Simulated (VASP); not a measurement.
## Si: single point with PBE

Crystal: Si.

```
Si
1.0
     2.64788    0.00000    0.00000
    -1.32394    2.29313    0.00000
     0.00000    0.00000    2.48740
Si
1
Direct
  0.00000 0.00000 0.00000
```

```
Program             : VASP 6.6.1
Task                : single point
Functional          : PBE
Potentials or basis : VASP PAW PBE potentials, release 64 (Si)
Cutoff              : 520 eV
k mesh              : 24 × 24 × 22
Occupations         : gaussian, width 0.1 eV
Spin                : no spin polarisation
```

- Pressure: -0.1 GPa
- Band gap on the k mesh: zero (band 2 reaches 16.82 eV, above the bottom of band 3 at 4.87 eV)

Levels at points of the mesh, in eV from the Fermi level:
```tsv
k point	band 1	band 2	band 3	band 4	band 5
(0.00, 0.00, 0.00)	-13.90	7.47	7.84	10.00	10.00
(0.50, 0.00, 0.00)	-7.60	-6.66	4.98	6.45	12.52
(0.00, 0.00, 0.50)	-9.12	-7.04	13.50	13.50	14.83
(0.50, 0.00, 0.50)	-2.88	-2.11	-2.00	1.56	8.54
```

Run time: 19 s on 1 thread of Intel(R) Xeon(R) 6975P-C (Granite Rapids), with other jobs on the host, peak memory 0.17 GiB.
